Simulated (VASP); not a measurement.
# Ge (Pm-3m) in VASP: notebook, part 2 of 2

VASP 6.6.1. Earlier steps stand in the parts before.

## 4. Single point, PBEsol

The input, INCAR:

```
SYSTEM = Ge
ALGO = Normal
EDIFF = 1E-6
ENCUT = 520
GGA = PS
ISIF = 2
ISMEAR = -1
LASPH = .True.
LCHARG = .False.
LREAL = .False.
LWAVE = .False.
NBANDS = 13
NELM = 60
PREC = Accurate
SIGMA = 0.1
```

The input, KPOINTS:

```
k-points
0
Gamma
  15 15 15
  0 0 0
```

The input, POSCAR:

```
Ge
1.0
    2.4541022694      0.0000000000      0.0000000000
    0.0000000000      2.4541022694      0.0000000000
    0.0000000000      0.0000000000      2.4541022694
Ge
1
Direct
    0.0000000000      0.0000000000      0.0000000000
```

Potentials or basis: VASP PAW PBE potentials, release 64 (Ge_d).

Command:

```
$ cat potpaw_PBE.64/Ge_d/POTCAR > POTCAR
$ mpirun -np 1 vasp_std > vasp.out
```

OUTCAR:

```text
SYSTEM = Ge
   EDIFF = 1E-6
   ENCUT = 520
   GGA = PS
   ISIF = 2
   ISMEAR = -1
   LASPH = .True.
   LREAL = .False.
   NELM = 60
   PREC = Accurate

 ion  position               nearest neighbor table
   1  0.000  0.000  0.000-

  LATTYP: Found a simple cubic cell.
 ALAT       =     2.4541022694

  Lattice vectors:

 A1 = (   2.4541022694,   0.0000000000,   0.0000000000)
 A2 = (   0.0000000000,   2.4541022694,   0.0000000000)
 A3 = (   0.0000000000,   0.0000000000,   2.4541022694)

[... 552 lines left out ...]
      5     -15.2009      2.00000
      6      -2.4169      2.00000
      7       6.4893      2.00000
      8      13.1889      0.00000
      9      21.2702      0.00000
     10      22.1207      0.00000
     11      25.5090      0.00000
     12      31.8541      0.00000
     13      31.9020      0.00000

 [... further k-points ...]
[... 5 lines left out ...]
  --------------------------------------------------------------------------------------
  -------------------------------------------------------------------------------------
  Total        3.1918612      3.1918612      3.1918612      0.0000000     -0.0000000     -0.0000000
  in kB      346.0004037    346.0004037    346.0004037      0.0000000     -0.0000000     -0.0000000
  external PRESSURE =     346.0004037 kB  Pullay stress =       0.0000000 kB

 VOLUME and BASIS-vectors are now :
 -----------------------------------------------------------------------------
  energy-cutoff  :      520.00
  volume of cell :       14.78
      direct lattice vectors                 reciprocal lattice vectors
     2.454102269  0.000000000  0.000000000     0.407480981  0.000000000  0.000000000
     0.000000000  2.454102269  0.000000000     0.000000000  0.407480981  0.000000000
     0.000000000  0.000000000  2.454102269     0.000000000  0.000000000  0.407480981

 POSITION                                       TOTAL-FORCE (eV/Angst)
 -----------------------------------------------------------------------------------
      0.00000      0.00000      0.00000         0.000000      0.000000      0.000000
 -----------------------------------------------------------------------------------
    total drift:                               -0.000000      0.000000      0.000000

  FREE ENERGIE OF THE ION-ELECTRON SYSTEM (eV)
  ---------------------------------------------------
  free  energy   TOTEN  =        -4.3929798040 eV

  energy  without entropy=       -4.3830704385  energy(sigma->0) =       -4.38802512
```

OSZICAR:

```text
N       E                     dE             d eps       ncg     rms          rms(c)
DAV:   1     0.588011839885E+02    0.58801E+02   -0.68188E+03  3587   0.318E+03
DAV:   2    -0.137369884561E+00   -0.58939E+02   -0.56160E+02  3310   0.409E+02
DAV:   3    -0.439719722498E+01   -0.42598E+01   -0.42434E+01  3535   0.660E+01
DAV:   4    -0.444101473976E+01   -0.43818E-01   -0.43813E-01  3545   0.690E+00
DAV:   5    -0.444135503051E+01   -0.34029E-03   -0.34029E-03  3580   0.655E-01    0.240E+00
DAV:   6    -0.440916589468E+01    0.32189E-01   -0.12545E-02  3889   0.279E+00    0.132E+00
DAV:   7    -0.439330201982E+01    0.15864E-01   -0.96989E-03  3774   0.184E+00    0.107E-01
DAV:   8    -0.439298227814E+01    0.31974E-03   -0.10094E-03  3825   0.832E-01    0.516E-02
DAV:   9    -0.439298033113E+01    0.19470E-05   -0.23447E-05  4395   0.103E-01    0.108E-02
DAV:  10    -0.439297980398E+01    0.52714E-06   -0.43909E-07  2550   0.768E-03
   1 F= -.43929798E+01 E0= -.43880251E+01  d E =-.990937E-02
```

stdout:

```text
POSCAR found type information on POSCAR Ge
 POSCAR found :  1 types and       1 ions
 scaLAPACK will be used
 -----------------------------------------------------------------------------
|                                                                             |
|                                                                             |
|     You enforced a specific xc type in the INCAR file but a different       |
|     I HOPE YOU KNOW WHAT YOU ARE DOING!                                     |
|                                                                             |
 -----------------------------------------------------------------------------

 LDA part: xc-table for (Slater+PW92), standard interpolation
 POSCAR, INCAR and KPOINTS ok, starting setup
 FFT: planning ... GRIDC
 FFT: planning ... GRID_SOFT
 FFT: planning ... GRID
 WAVECAR not read
 entering main loop
```

Run time: 11 s. Hardware: 1 thread of Intel Xeon Platinum 8259CL at 2.50GHz (Skylake/Cascade Lake), shared host; peak memory 0.13 GiB.

Results:

```yaml
Free_energy: -4.3930 eV
Pressure: 34.6 GPa
Band_gap_on_the_k_mesh: zero (band 7 reaches 17.61 eV, above the bottom of band 8 at 6.49 eV)
```

Levels at points of the mesh, in eV from the Fermi level:
```tsv
k point	band 4	band 5	band 6	band 7	band 8	band 9	band 10	band 11
(0.00, 0.00, 0.00)	-24.50	-24.50	-15.51	8.27	8.27	8.27	11.30	11.30
```

Caveat: the PAW data sets were made with another functional, which shifts forces and pressure a little.

## 5. Single point, PBEsol

The input, INCAR:

```
PREC = Accurate
ENCUT = 520
EDIFF = 1E-6
ISMEAR = -1
SIGMA = 0.1
LREAL = False
LASPH = True
NELM = 100
ALGO = Normal
ISIF = 2
LWAVE = False
LCHARG = False
GGA = PS
NBANDS = 13
```

The input, KPOINTS:

```
regular mesh
0
Gamma
  15 15 15
```

POSCAR is that of step 4.

Command:

```
$ cat potpaw_PBE.64/Ge_d/POTCAR > POTCAR
$ mpirun -np 1 vasp_std > vasp.out
```

Run time: 12 s. Hardware: 1 thread of Intel Xeon Platinum 8259CL at 2.50GHz (Skylake/Cascade Lake), shared host; peak memory 0.13 GiB.

Results (log left out):

- Free energy: -4.3930 eV
- Pressure: 34.6 GPa
- Band gap on the k mesh: zero (band 7 reaches 17.61 eV, above the bottom of band 8 at 6.49 eV)

Levels at points of the mesh, in eV from the Fermi level:
```tsv
k point	band 5	band 6	band 7	band 8	band 9	band 10
(0.00, 0.00, 0.00)	-24.50	-15.51	8.27	8.27	8.27	11.30
```

Caveat: the PAW data sets were made with another functional, which shifts forces and pressure a little.

## 6. Single point, PBEsol

This run uses another cell than the first one, of 14.78 Å³/atom, 1.147 times its volume.

The input, INCAR:

```
SYSTEM = Ge
PREC     = Accurate       ! precision mode
ENCUT    = 520            ! plane-wave cutoff, eV
EDIFF    = 1E-6           ! SCF threshold, eV
ISMEAR   = -1             ! smearing method
SIGMA    = 0.01           ! smearing width, eV
LREAL    = .False.        ! projectors in reciprocal space
LASPH    = .True.         ! aspherical terms in the spheres
NELM     = 60             ! most SCF steps
ALGO     = Normal         ! electronic algorithm
ISIF     = 2              ! what is computed and relaxed
LWAVE    = .False.        ! write WAVECAR
LCHARG   = .False.        ! write CHGCAR
GGA      = PS             ! functional
NBANDS   = 13             ! bands
```

The input, KPOINTS:

```
Automatic mesh
0
Gamma
  15 15 15
  0 0 0
```

POSCAR is that of step 5.

Potentials or basis: VASP PAW PBE potentials, release 64 (Ge_d).

Command:

```
$ cat potpaw_PBE.64/Ge_d/POTCAR > POTCAR
$ mpirun -np 1 vasp_std > vasp.out
```

It took 11 s on 1 thread of Intel Xeon Platinum 8259CL at 2.50GHz (Skylake/Cascade Lake), shared host; peak memory 0.13 GiB.

It converged, with:

```
Free energy            : -4.3890 eV
Pressure               : 34.4 GPa
Band gap on the k mesh : zero (band 7 reaches 17.61 eV, above the bottom of band 8 at 6.48 eV)
```

Levels at points of the mesh, in eV from the Fermi level:
```tsv
k point	band 5	band 6	band 7	band 8	band 9	band 10
(0.00, 0.00, 0.00)	-24.54	-15.55	8.23	8.23	8.23	11.27
```

Caveat: the PAW data sets were made with another functional, which shifts forces and pressure a little.

## 7. Summary

```csv
cell,smearing,gap on the mesh (eV),pressure (GPa)
"a = 2.344 Å, 1 atom",fermi-dirac 0.1 eV,none,74.2
"a = 2.454 Å, 1 atom",fermi-dirac 0.1 eV,none,34.6
"a = 2.454 Å, 1 atom",fermi-dirac 0.01 eV,none,34.4
```

Alike in all rows: task single point; level PBEsol; potentials or basis VASP PAW PBE potentials, release 64 (Ge_d); no spin polarisation; k mesh 15 × 15 × 15; cutoff (eV) 520.

Caveats: the PAW data sets were made with another functional, which shifts forces and pressure a little.

Absolute energies hang on the potentials; compare differences alone.
